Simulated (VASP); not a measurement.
# In (I4/mmm) in VASP: a series of runs

The runs below take In through single point, with LDA.

All numbers are computed with VASP 6.6.1; they aren't measurements. Logs are shortened: lines on timing, memory, paths and dates and some standing lists are left out, and cuts for length are marked.

## (1) The cell of the first run

It takes space group I4/mmm (No. 139, tetragonal). The conventional cell has a = 4.226 Å, b = 4.226 Å, c = 2.988 Å, α = 90.00°, β = 90.00°, γ = 90.00°. In (site symmetry 4/mmm) has 10 In at 2.99 to 3.34 Å within 3.9 Å.

## (2) Single point, LDA

File INCAR:

```
ALGO = Fast ; EDIFF = 1E-7
ENCUT = 520 ; GGA = CA
ISIF = 2 ; ISMEAR = 0
LASPH = T ; LCHARG = F
LREAL = F ; LWAVE = F
NBANDS = 12 ; NELM = 60
PREC = Accurate ; SIGMA = 0.15
```

File KPOINTS:

```
k-points
0
Gamma
  20 20 20
```

File POSCAR:

```
In
1.0
   -2.1131695131      2.1131695131      1.4940108458
    2.1131695131     -2.1131695131      1.4940108458
    2.1131695131      2.1131695131     -1.4940108458
In
1
Direct
    0.0000000000      0.0000000000      0.0000000000
```

Potentials or basis: VASP PAW LDA potentials, release 64 (In_d).

Started as:

```console
cat potpaw_LDA.64/In_d/POTCAR > POTCAR
mpirun -np 1 vasp_std > vasp.out
```

OUTCAR:

```text
EDIFF = 1E-7
   ENCUT = 520
   GGA = CA
   ISIF = 2
   ISMEAR = 0
   LASPH = T
   LREAL = F
   NELM = 60
   PREC = Accurate

 ion  position               nearest neighbor table
   1  0.000  0.000  0.000-

  LATTYP: Found a body centered tetragonal cell.
 ALAT       =     4.2263390262
 C/A-ratio  =     0.7070000000

  Lattice vectors:

 A1 = (  -2.1131695131,   2.1131695131,   1.4940108458)
 A2 = (   2.1131695131,  -2.1131695131,   1.4940108458)
 A3 = (   2.1131695131,   2.1131695131,  -1.4940108458)

Analysis of symmetry for initial positions (statically):
=====================================================================
 Subroutine PRICEL returns:
 Original cell was already a primitive cell.

 Routine SETGRP: Setting up the symmetry group for a
 body centered tetragonal supercell.

 Subroutine GETGRP returns: Found 16 space group operations
 (whereof 16 operations were pure point group operations)
 out of a pool of 16 trial point group operations.

The static configuration has the point symmetry D_4h.

Analysis of symmetry for dynamics (positions and initial velocities):
=====================================================================
 Subroutine PRICEL returns:
 Original cell was already a primitive cell.

 Routine SETGRP: Setting up the symmetry group for a
 body centered tetragonal supercell.

 Subroutine GETGRP returns: Found 16 space group operations
 (whereof 16 operations were pure point group operations)
 out of a pool of 16 trial point group operations.

The dynamic configuration has the point symmetry D_4h.

 Subroutine INISYM returns: Found 16 space group operations
 (whereof 16 operations are pure point group operations),
 and found     1 'primitive' translations

----------------------------------------------------------------------------------------

                                     Primitive cell

  volume of cell :      26.6859

  direct lattice vectors                    reciprocal lattice vectors
    -2.113169513  2.113169513  1.494010846     0.000000000  0.236611401  0.334669592
     2.113169513 -2.113169513  1.494010846     0.236611401  0.000000000  0.334669592
     2.113169513  2.113169513 -1.494010846     0.236611401  0.236611401  0.000000000

  length of vectors
     3.341113466  3.341113466  3.341113466     0.409864235  0.409864235  0.334619053

  position of ions in fractional coordinates (direct lattice)
     0.000000000  0.000000000  0.000000000

  ion indices of the primitive-cell ions
   primitive index   ion index
                 1           1

----------------------------------------------------------------------------------------

 KPOINTS: k-points

Automatic generation of k-mesh.
 Grid dimensions read from file:
 generate k-points for:   20   20   20

 Generating k-lattice:

  Cartesian coordinates                     Fractional coordinates (reciprocal lattice)
     0.000000000  0.011830570  0.016733480     0.050000000  0.000000000 -0.000000000
     0.011830570  0.000000000  0.016733480     0.000000000  0.050000000 -0.000000000
     0.011830570  0.011830570  0.000000000     0.000000000  0.000000000  0.050000000

  Length of vectors
     0.020493212  0.020493212  0.016730953

  Shift w.r.t. Gamma in fractional coordinates (k-lattice)
     0.000000000  0.000000000  0.000000000

 Subroutine IBZKPT returns following result:
 ===========================================

 Found    641 irreducible k-points:

 Following reciprocal coordinates:
            Coordinates               Weight
  0.000000  0.000000  0.000000      1.000000
  0.050000 -0.000000  0.000000      8.000000
  0.100000  0.000000 -0.000000      8.000000
  0.150000  0.000000  0.000000      8.000000
  0.200000  0.000000 -0.000000      8.000000
  0.250000  0.000000 -0.000000      8.000000
[... 16 lines left out ...]
 -0.400000  0.050000  0.000000     16.000000
 -0.350000  0.050000 -0.000000     16.000000
 [... further k-points ...]
   k-points           NKPTS =    641   k-points in BZ     NKDIM =    641   number of bands    NBANDS=     12
   number of dos      NEDOS =    301   number of ions     NIONS =      1
   total plane-waves  NPLWV =  21952
   dimension x,y,z NGX =    28 NGY =   28 NGZ =   28
   dimension x,y,z NGXF=    56 NGYF=   56 NGZF=   56
   ions per type =               1
   NGX,Y,Z   is equivalent  to a cutoff of  13.93, 13.93, 13.93 a.u.
   NGXF,Y,Z  is equivalent  to a cutoff of  27.86, 27.86, 27.86 a.u.
 SYSTEM =  unknown system
   PREC   = accura    normal or accurate (medium, high low for compatibility)
   ISTART =      0    job   : 0-new  1-cont  2-samecut
   ICHARG =      2    charge: 1-file 2-atom 10-const
   ISPIN  =      1    spin polarized calculation?
   LNONCOLLINEAR =      F non collinear calculations
   LSORBIT =      F    spin-orbit coupling
   LASPH  =      T    aspherical Exc in radial PAW
   ENCUT  =  520.0 eV  38.22 Ry    6.18 a.u.   6.21  6.21  6.21*2*pi/ulx,y,z
   NELM   =     60;   NELMIN=  2; NELMDL= -5     # of ELM steps
   EDIFF  = 0.1E-06   stopping-criterion for ELM
   LREAL  =      F    real-space projection
   EDIFFG = 0.1E-05   stopping-criterion for IOM
   NSW    =      0    number of steps for IOM
   IBRION =     -1    ionic relax: 0-MD 1-quasi-New 2-CG
   NFREE  =      0    steps in history (QN), initial steepest desc. (CG)
   ISIF   =      2    stress and relaxation
   ISYM   =      2    0-nonsym 1-usesym 2-fastsym
   POTIM  = 0.5000    time-step for ionic-motion
   TEBEG  =    0.0;   TEEND  =   0.0 temperature during run
   PSTRESS=    0.0 pullay stress
   NELECT =      13.0000    total number of electrons
   NUPDOWN=      -1.0000    fix difference up-down
   EMIN   =  10.00;   EMAX   =-10.00  energy-range for DOS
   EFERMI =   0.00;   METHOD = LEGACY
   ISMEAR =     0;   SIGMA  =   0.15  broadening in eV -4-tet -1-fermi 0-gaus
   EFERMI_NEDOS =   21; number of points for ismear=-14 and -15
   IALGO  =     68    algorithm
   IMIX   =      4    mixing-type and parameters
     AMIX     =   0.40;   BMIX     =  1.00
     AMIX_MAG =   1.60;   BMIX_MAG =  1.00
  volume/ion in A,a.u.               =      26.69       180.09
  Fermi-wavevector in a.u.,A,eV,Ry     =   1.288136  2.434225 22.576080  1.659295
  Thomas-Fermi vector in A             =   2.420108
   LORBIT       =      0    0 simple, 1 ext, 2 COOP (PROOUT), +10 PAW based schemes
   GGA     = CA    functional components
   LHFCALC =     F    Hartree Fock is set to
   AEXX    =    0.0000 exact exchange contribution
   IVDW    =     0    specifies the selected vdW correction
   LEPSILON=     F    determine dielectric tensor
   LRPA    =     F    only Hartree local field effects (RPA)
 non-spin polarized calculation
 RMM-DIIS sequential band-by-band and
 Gauss-broadening in eV      SIGMA  =   0.15
  energy-cutoff  :      520.00
  volume of cell :       26.69
 maximum number of plane-waves:       750
 NGX is ok and might be reduce to    28
   NGX = 13   NGY = 13   NGZ = 13

 number of electron      13.0000001 magnetization

 Free energy of the ion-electron system (eV)
  ---------------------------------------------------
  ext. energy  EPLUGINS =         0.00000000
  ---------------------------------------------------
  free energy    TOTEN  =        -3.15869713 eV

  energy without entropy =       -3.15279122  energy(sigma->0) =       -3.15574417

 E-fermi :   6.9747     XC(G=0): -10.3993

 val. band max:        6.9672019816   @ k =  -0.4000  -0.4500   0.4000
 cond. band min:       6.9835554930   @ k =  -0.4000  -0.4000   0.3500
 fundamental gap:      0.0163535115
 Fermi energy:         6.9747356502

 k-point     1 :       0.0000    0.0000    0.0000
  band No.  band energies     occupation
      1      -7.7988      2.00000
      2      -7.7526      2.00000
      3      -7.4163      2.00000
      4      -7.4163      2.00000
      5      -7.3259      2.00000
      6      -2.5092      2.00000
      7      14.3742      0.00000
      8      14.3742      0.00000
      9      17.7292      0.00000
     10      18.5217      0.00000
     11      21.5355      0.00000
     12      22.5094      0.00000

 k-point     2 :       0.0500   -0.0000    0.0000
  band No.  band energies     occupation
      1      -7.7832      2.00000
      2      -7.7460      2.00000
      3      -7.4215      2.00000
      4      -7.4211      2.00000
      5      -7.3285      2.00000
      6      -2.4426      2.00000
      7      14.2282      0.00000
      8      14.2708      0.00000
      9      17.9737      0.00000
     10      18.6713      0.00000
     11      20.9665      0.00000
     12      22.0179      0.00000

 k-point     3 :       0.1000    0.0000   -0.0000
  band No.  band energies     occupation
      1      -7.7385      2.00000
      2      -7.7280      2.00000
      3      -7.4368      2.00000
      4      -7.4338      2.00000
      5      -7.3356      2.00000
      6      -2.2418      2.00000
      7      13.8838      0.00000
      8      14.0117      0.00000
      9      18.5725      0.00000
     10      18.6116      0.00000
     11      19.9193      0.00000
     12      21.0939      0.00000

 k-point     4 :       0.1500    0.0000    0.0000
  band No.  band energies     occupation
      1      -7.7054      2.00000
      2      -7.6710      2.00000
      3      -7.4599      2.00000
      4      -7.4476      2.00000
      5      -7.3461      2.00000
      6      -1.9039      2.00000
      7      13.4791      0.00000
      8      13.6857      0.00000
      9      16.9276      0.00000
     10      19.4797      0.00000
     11      19.9666      0.00000
     12      19.9716      0.00000

 k-point     5 :       0.2000    0.0000   -0.0000
  band No.  band energies     occupation
      1      -7.6903      2.00000
      2      -7.6001      2.00000
      3      -7.4772      2.00000
      4      -7.4509      2.00000
      5      -7.3585      2.00000
      6      -1.4255      2.00000
      7      13.0897      0.00000
      8      13.3361      0.00000
      9      14.9773      0.00000
     10      18.9283      0.00000
     11      19.1665      0.00000
     12      20.5859      0.00000
[... 228 lines left out ...]
      1      -7.7854      2.00000
      2      -7.7136      2.00000
      3      -7.4142      2.00000
      4      -7.2834      2.00000
      5      -7.1335      2.00000
      6       3.5528      2.00000
      7       5.4604      2.00000
      8      11.5275      0.00000
      9      12.4674      0.00000
     10      15.9490      0.00000
     11      16.6517      0.00000
     12      21.1030      0.00000

 k-point    22 :      -0.4500    0.0500   -0.0000
  band No.  band energies     occupation
      1      -7.7700      2.00000
      2      -7.6943      2.00000
      3      -7.4102      2.00000
      4      -7.2992      2.00000
      5      -7.1803      2.00000
      6       2.3235      2.00000
      7       6.9995      0.81554
      8      11.3930      0.00000
      9      12.5814      0.00000
     10      16.0997      0.00000
     11      17.0868      0.00000
     12      21.4135      0.00000

 k-point    23 :      -0.4000    0.0500    0.0000
  band No.  band energies     occupation
      1      -7.7459      2.00000
      2      -7.6632      2.00000
      3      -7.4030      2.00000
      4      -7.3297      2.00000
      5      -7.2519      2.00000
      6       1.2309      2.00000
      7       8.6507      0.00000
      8      11.3644      0.00000
      9      12.7491      0.00000
     10      16.4442      0.00000
     11      17.6498      0.00000
     12      21.8000      0.00000

 k-point    24 :      -0.3500    0.0500   -0.0000
  band No.  band energies     occupation
      1      -7.7181      2.00000
      2      -7.6258      2.00000
      3      -7.3948      2.00000
      4      -7.3710      2.00000
      5      -7.3353      2.00000
      6       0.2785      2.00000
      7      10.3747      0.00000
      8      11.4736      0.00000
      9      12.9656      0.00000
     10      16.9767      0.00000
     11      18.3344      0.00000
     12      22.2298      0.00000

 [... further k-points ...]
[... 5 lines left out ...]
  --------------------------------------------------------------------------------------
  -------------------------------------------------------------------------------------
  Total       -0.5171519     -0.5171519      0.0655623      0.0000000      0.0000000      0.0000000
  in kB      -31.0489060    -31.0489060      3.9362449      0.0000000      0.0000000      0.0000000
  external PRESSURE =     -19.3871891 kB  Pullay stress =       0.0000000 kB

 VOLUME and BASIS-vectors are now :
 -----------------------------------------------------------------------------
  energy-cutoff  :      520.00
  volume of cell :       26.69
      direct lattice vectors                 reciprocal lattice vectors
    -2.113169513  2.113169513  1.494010846     0.000000000  0.236611401  0.334669592
     2.113169513 -2.113169513  1.494010846     0.236611401  0.000000000  0.334669592
     2.113169513  2.113169513 -1.494010846     0.236611401  0.236611401  0.000000000

 POSITION                                       TOTAL-FORCE (eV/Angst)
 -----------------------------------------------------------------------------------
      0.00000      0.00000      0.00000        -0.000000     -0.000000      0.000000
 -----------------------------------------------------------------------------------
    total drift:                               -0.000000     -0.000000     -0.000000

  FREE ENERGIE OF THE ION-ELECTRON SYSTEM (eV)
  ---------------------------------------------------
  free  energy   TOTEN  =        -3.1586971298 eV

  energy  without entropy=       -3.1527912155  energy(sigma->0) =       -3.15574417
```

Wall time 3.1 min (1 thread of Intel Xeon Platinum 8488C (Sapphire Rapids), shared host); peak memory 0.3 GiB.

What came out:

```yaml
Free_energy: -3.1587 eV
Pressure: -1.9 GPa
```

Stress tensor (GPa, compression positive):
```
-3.10  0.00  0.00
 0.00 -3.10  0.00
 0.00  0.00  0.39
```

Caveat: spin-orbit coupling is left out, which moves the levels of the heavy elements.

(Part 1 of 2 ends here.)
